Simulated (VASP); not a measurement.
# CaZn7 (P6/mmm) in VASP: single point with PBE

Aim: the single point of CaZn7 with PBE.

Everything below comes from runs of VASP 6.6.1. Logs are shortened: lines on timing, memory, paths and dates and some standing lists are left out, and cuts for length are marked.

### 1 The cell of the first run

It takes space group P6/mmm (No. 191, hexagonal). The conventional cell has a = 6.812 Å, b = 6.812 Å, c = 5.754 Å, α = 90.00°, β = 90.00°, γ = 120.00°. Ca (site symmetry 6/mmm) has 14 Zn at 2.88 to 3.82 Å within 3.9 Å. Zn (site symmetry mm2) has 5 Zn at 2.47 to 2.51 Å within 3.3 Å. Within 3.3 Å of Zn (site symmetry 6/mmm) lie 6 Zn at 2.51 Å and 2 Ca at 2.88 Å.

The cell was built from a structure type or drawn by symmetry, and may not be a known phase.

### 2 Single point, PBE

Contents of INCAR:

```
SYSTEM = CaZn7
PREC     = Accurate       ! precision mode
ENCUT    = 520            ! plane-wave cutoff, eV
EDIFF    = 1E-6           ! SCF threshold, eV
ISMEAR   = 0              ! smearing method
SIGMA    = 0.1            ! smearing width, eV
LREAL    = .FALSE.        ! projectors in reciprocal space
LASPH    = .TRUE.         ! aspherical terms in the spheres
NELM     = 80             ! most SCF steps
ALGO     = Fast           ! electronic algorithm
ISIF     = 2              ! what is computed and relaxed
LWAVE    = .FALSE.        ! write WAVECAR
LCHARG   = .FALSE.        ! write CHGCAR
GGA      = PE             ! functional
NBANDS   = 57             ! bands
```

Contents of KPOINTS:

```
Automatic mesh
0
G
  6 6 8
  0 0 0
```

Contents of POSCAR:

```
CaZn7
1.0
    6.8121126039      0.0000000000      0.0000000000
   -3.4060563020      5.8994625684      0.0000000000
    0.0000000000      0.0000000000      5.7541500302
Ca Zn
1 7
Direct
    0.0000000000      0.0000000000      0.0000000000
    0.2126515846      0.7873484154      0.5000000000
    0.2126515846      0.4253031693      0.5000000000
    0.5746968307      0.7873484154      0.5000000000
    0.7873484154      0.2126515846      0.5000000000
    0.7873484154      0.5746968307      0.5000000000
    0.4253031693      0.2126515846      0.5000000000
    0.0000000000      0.0000000000      0.5000000000
```

Potentials or basis: VASP PAW PBE potentials, release 64 (Ca_sv, Zn).

Launch:

```console
$ cat potpaw_PBE.64/Ca_sv/POTCAR potpaw_PBE.64/Zn/POTCAR > POTCAR
$ mpirun -np 1 vasp_std > vasp.out
```

OUTCAR:

```text
SYSTEM = CaZn7
   PREC = Accurate
   ENCUT = 520
   EDIFF = 1E-6
   ISMEAR = 0
   LREAL = .FALSE.
   LASPH = .TRUE.
   NELM = 80
   ISIF = 2
   GGA = PE

 ion  position               nearest neighbor table
   1  0.000  0.000  0.000-   8 2.88   8 2.88
   2  0.213  0.787  0.500-   4 2.47   3 2.47   6 2.51   7 2.51   8 2.51
   3  0.213  0.425  0.500-   4 2.47   2 2.47   5 2.51   8 2.51   7 2.51
   4  0.575  0.787  0.500-   3 2.47   2 2.47   5 2.51   8 2.51   6 2.51
   5  0.787  0.213  0.500-   7 2.47   6 2.47   3 2.51   4 2.51   8 2.51
   6  0.787  0.575  0.500-   7 2.47   5 2.47   2 2.51   8 2.51   4 2.51
   7  0.425  0.213  0.500-   6 2.47   5 2.47   2 2.51   8 2.51   3 2.51
   8  0.000  0.000  0.500-   2 2.51   5 2.51   4 2.51   7 2.51   6 2.51   3 2.51   1 2.88   1 2.88

  LATTYP: Found a hexagonal cell.
 ALAT       =     6.8121126039
 C/A-ratio  =     0.8446939099

  Lattice vectors:

 A1 = (   6.8121126039,   0.0000000000,   0.0000000000)
 A2 = (  -3.4060563020,   5.8994625684,   0.0000000000)
 A3 = (   0.0000000000,   0.0000000000,   5.7541500302)

Analysis of symmetry for initial positions (statically):
=====================================================================
 Subroutine PRICEL returns:
 Original cell was already a primitive cell.

 Routine SETGRP: Setting up the symmetry group for a
 hexagonal supercell.

 Subroutine GETGRP returns: Found 24 space group operations
 (whereof 24 operations were pure point group operations)
 out of a pool of 24 trial point group operations.

The static configuration has the point symmetry D_6h.

Analysis of symmetry for dynamics (positions and initial velocities):
=====================================================================
 Subroutine PRICEL returns:
 Original cell was already a primitive cell.

 Routine SETGRP: Setting up the symmetry group for a
 hexagonal supercell.

 Subroutine GETGRP returns: Found 24 space group operations
 (whereof 24 operations were pure point group operations)
 out of a pool of 24 trial point group operations.

The dynamic configuration has the point symmetry D_6h.

 Subroutine INISYM returns: Found 24 space group operations
 (whereof 24 operations are pure point group operations),
 and found     1 'primitive' translations

----------------------------------------------------------------------------------------

                                     Primitive cell

  volume of cell :     231.2466

  direct lattice vectors                    reciprocal lattice vectors
     6.812112604  0.000000000  0.000000000     0.146797339  0.084753483  0.000000000
    -3.406056302  5.899462568  0.000000000     0.000000000  0.169506966  0.000000000
     0.000000000  0.000000000  5.754150030     0.000000000  0.000000000  0.173787613

  length of vectors
     6.812112604  6.812112604  5.754150030     0.169506966  0.169506966  0.173787613

  position of ions in fractional coordinates (direct lattice)
     0.000000000  0.000000000  0.000000000
     0.212651585  0.787348415  0.500000000
     0.212651585  0.425303169  0.500000000
     0.574696831  0.787348415  0.500000000
     0.787348415  0.212651585  0.500000000
     0.787348415  0.574696831  0.500000000
     0.425303169  0.212651585  0.500000000
     0.000000000  0.000000000  0.500000000

  ion indices of the primitive-cell ions
   primitive index   ion index
                 1           1
                 2           2
                 3           3
                 4           4
                 5           5
                 6           6
                 7           7
                 8           8

----------------------------------------------------------------------------------------

 KPOINTS: Automatic mesh

Automatic generation of k-mesh.
 Grid dimensions read from file:
 generate k-points for:    6    6    8

 Generating k-lattice:

  Cartesian coordinates                     Fractional coordinates (reciprocal lattice)
     0.024466223  0.014125580  0.000000000     0.166666667 -0.000000000  0.000000000
     0.000000000  0.028251161  0.000000000     0.000000000  0.166666667  0.000000000
     0.000000000  0.000000000  0.021723452     0.000000000  0.000000000  0.125000000

  Length of vectors
     0.028251161  0.028251161  0.021723452

  Shift w.r.t. Gamma in fractional coordinates (k-lattice)
     0.000000000  0.000000000  0.000000000

 Subroutine IBZKPT returns following result:
 ===========================================

 Found     35 irreducible k-points:

 Following reciprocal coordinates:
            Coordinates               Weight
  0.000000  0.000000  0.000000      1.000000
  0.166667  0.000000  0.000000      6.000000
  0.333333  0.000000  0.000000      6.000000
  0.500000  0.000000  0.000000      3.000000
  0.166667  0.166667  0.000000      6.000000
  0.333333  0.166667  0.000000     12.000000
[... 16 lines left out ...]
  0.166667  0.000000  0.375000     12.000000
  0.333333  0.000000  0.375000     12.000000
 [... further k-points ...]
   k-points           NKPTS =     35   k-points in BZ     NKDIM =     35   number of bands    NBANDS=     57
   number of dos      NEDOS =    301   number of ions     NIONS =      8
   total plane-waves  NPLWV = 139968
   dimension x,y,z NGX =    54 NGY =   54 NGZ =   48
   dimension x,y,z NGXF=   108 NGYF=  108 NGZF=   96
   ions per type =               1   7
   NGX,Y,Z   is equivalent  to a cutoff of  13.18, 13.18, 13.87 a.u.
   NGXF,Y,Z  is equivalent  to a cutoff of  26.36, 26.36, 27.74 a.u.
 SYSTEM =  CaZn7
   PREC   = accura    normal or accurate (medium, high low for compatibility)
   ISTART =      0    job   : 0-new  1-cont  2-samecut
   ICHARG =      2    charge: 1-file 2-atom 10-const
   ISPIN  =      1    spin polarized calculation?
   LNONCOLLINEAR =      F non collinear calculations
   LSORBIT =      F    spin-orbit coupling
   LASPH  =      T    aspherical Exc in radial PAW
   ENCUT  =  520.0 eV  38.22 Ry    6.18 a.u.  12.67 12.67 10.70*2*pi/ulx,y,z
   NELM   =     80;   NELMIN=  2; NELMDL= -5     # of ELM steps
   EDIFF  = 0.1E-05   stopping-criterion for ELM
   LREAL  =      F    real-space projection
   EDIFFG = 0.1E-04   stopping-criterion for IOM
   NSW    =      0    number of steps for IOM
   IBRION =     -1    ionic relax: 0-MD 1-quasi-New 2-CG
   NFREE  =      0    steps in history (QN), initial steepest desc. (CG)
   ISIF   =      2    stress and relaxation
   ISYM   =      2    0-nonsym 1-usesym 2-fastsym
   POTIM  = 0.5000    time-step for ionic-motion
   TEBEG  =    0.0;   TEEND  =   0.0 temperature during run
   PSTRESS=    0.0 pullay stress
   NELECT =      94.0000    total number of electrons
   NUPDOWN=      -1.0000    fix difference up-down
   EMIN   =  10.00;   EMAX   =-10.00  energy-range for DOS
   EFERMI =   0.00;   METHOD = LEGACY
   ISMEAR =     0;   SIGMA  =   0.10  broadening in eV -4-tet -1-fermi 0-gaus
   EFERMI_NEDOS =   21; number of points for ismear=-14 and -15
   IALGO  =     68    algorithm
   IMIX   =      4    mixing-type and parameters
     AMIX     =   0.40;   BMIX     =  1.00
     AMIX_MAG =   1.60;   BMIX_MAG =  1.00
  volume/ion in A,a.u.               =      28.91       195.07
  Fermi-wavevector in a.u.,A,eV,Ry     =   1.212716  2.291700 20.009804  1.470679
  Thomas-Fermi vector in A             =   2.348191
   LORBIT       =      0    0 simple, 1 ext, 2 COOP (PROOUT), +10 PAW based schemes
   GGA     = PE    functional components
   LHFCALC =     F    Hartree Fock is set to
   AEXX    =    0.0000 exact exchange contribution
   IVDW    =     0    specifies the selected vdW correction
   LEPSILON=     F    determine dielectric tensor
   LRPA    =     F    only Hartree local field effects (RPA)
 non-spin polarized calculation
 RMM-DIIS sequential band-by-band and
 Gauss-broadening in eV      SIGMA  =   0.10
  energy-cutoff  :      520.00
  volume of cell :      231.25
 maximum number of plane-waves:      6255
 NGX is ok and might be reduce to    54
   NGX = 25   NGY = 25   NGZ = 21

 number of electron      94.0000000 magnetization

 Free energy of the ion-electron system (eV)
  ---------------------------------------------------
  ext. energy  EPLUGINS =         0.00000000
  ---------------------------------------------------
  free energy    TOTEN  =        -7.98182316 eV

  energy without entropy =       -7.96175344  energy(sigma->0) =       -7.97178830

 E-fermi :   0.5628     XC(G=0):  -7.9980

 val. band max:        0.5552107043   @ k =   0.3333   0.0000   0.0000
 cond. band min:       0.6066409802   @ k =   0.3333   0.0000   0.3750
 fundamental gap:      0.0514302759
 Fermi energy:         0.5628484448

 k-point     1 :       0.0000    0.0000    0.0000
  band No.  band energies     occupation
      1     -42.3611      2.00000
      2     -23.3741      2.00000
      3     -23.3741      2.00000
      4     -23.2510      2.00000
      5      -8.6183      2.00000
      6      -7.7373      2.00000
[... 49 lines left out ...]
     56       4.7298      0.00000
     57       4.8143      0.00000

 k-point     2 :       0.1667    0.0000    0.0000
  band No.  band energies     occupation
      1     -42.3611      2.00000
      2     -23.3741      2.00000
      3     -23.3741      2.00000
      4     -23.2510      2.00000
      5      -8.5228      2.00000
      6      -7.8424      2.00000
[... 49 lines left out ...]
     56       4.3723      0.00000
     57       4.6087      0.00000

 k-point     3 :       0.3333    0.0000    0.0000
  band No.  band energies     occupation
      1     -42.3611      2.00000
      2     -23.3741      2.00000
      3     -23.3741      2.00000
      4     -23.2510      2.00000
      5      -8.2697      2.00000
      6      -7.9679      2.00000
[... 1194 lines left out ...]
      1     -42.3610      2.00000
      2     -23.3741      2.00000
      3     -23.3741      2.00000
      4     -23.2550      2.00000
      5      -8.5008      2.00000
      6      -7.8420      2.00000
[... 49 lines left out ...]
     56       3.9659      0.00000
     57       4.3204      0.00000

 k-point    24 :       0.3333    0.0000    0.3750
  band No.  band energies     occupation
      1     -42.3610      2.00000
      2     -23.3741      2.00000
      3     -23.3741      2.00000
      4     -23.2550      2.00000
      5      -8.2551      2.00000
      6      -7.9672      2.00000
[... 49 lines left out ...]
     56       3.3130      0.00000
     57       3.4554      0.00000

 [... further k-points ...]

------------------------ aborting loop because EDIFF is reached ----------------------------------------

  FORCE on cell =-STRESS in cart. coord.  units (eV):
  Direction    XX          YY          ZZ          XY          YZ          ZX
  --------------------------------------------------------------------------------------
  -------------------------------------------------------------------------------------
  Total        0.3990238      0.3990238      0.0961699     -0.0000000      0.0000000     -0.0000000
  in kB        2.7646103      2.7646103      0.6663069     -0.0000000      0.0000000     -0.0000000
  external PRESSURE =       2.0651758 kB  Pullay stress =       0.0000000 kB

 VOLUME and BASIS-vectors are now :
 -----------------------------------------------------------------------------
  energy-cutoff  :      520.00
  volume of cell :      231.25
      direct lattice vectors                 reciprocal lattice vectors
     6.812112604  0.000000000  0.000000000     0.146797339  0.084753483  0.000000000
    -3.406056302  5.899462568  0.000000000     0.000000000  0.169506966  0.000000000
     0.000000000  0.000000000  5.754150030     0.000000000  0.000000000  0.173787613

 POSITION                                       TOTAL-FORCE (eV/Angst)
 -----------------------------------------------------------------------------------
      0.00000      0.00000      0.00000         0.000000      0.000000      0.000000
     -1.23315      4.64493      2.87708         0.001183     -0.000683      0.000000
     -0.00000      2.50906      2.87708        -0.000000      0.001366      0.000000
      1.23315      4.64493      2.87708        -0.001183     -0.000683      0.000000
      4.63920      1.25453      2.87708        -0.001183      0.000683      0.000000
      3.40606      3.39040      2.87708         0.000000     -0.001366     -0.000000
      2.17291      1.25453      2.87708         0.001183      0.000683      0.000000
      0.00000      0.00000      2.87708         0.000000      0.000000      0.000000
 -----------------------------------------------------------------------------------
    total drift:                                0.000000      0.000000     -0.000000

  FREE ENERGIE OF THE ION-ELECTRON SYSTEM (eV)
  ---------------------------------------------------
  free  energy   TOTEN  =        -7.9818231640 eV

  energy  without entropy=       -7.9617534394  energy(sigma->0) =       -7.97178830
```

Wall time 23 min (1 thread of Oxide Virtual Turin-like, shared host); peak memory 0.54 GiB.

Results:

```yaml
Free_energy: -7.9818 eV
Pressure: 0.2 GPa
Band_gap_on_the_k_mesh: zero (bands 47 and 48 overlap by 0.75 eV)
```

Levels at points of the mesh, in eV from the Fermi level:
```csv
k point,band 44,band 45,band 46,band 47,band 48,band 49,band 50,band 51
"(0.00, 0.00, 0.00)",-3.36,-3.00,-3.00,-1.43,0.76,1.16,1.16,2.08
"(0.50, 0.00, 0.00)",-1.23,-0.47,-0.16,-0.14,0.34,0.34,1.01,1.27
"(0.00, 0.00, 0.50)",-3.29,-2.90,-2.90,-2.77,0.63,1.43,1.43,1.56
"(0.50, 0.00, 0.50)",-1.99,-1.34,-0.91,-0.22,0.57,0.67,0.77,0.99
```
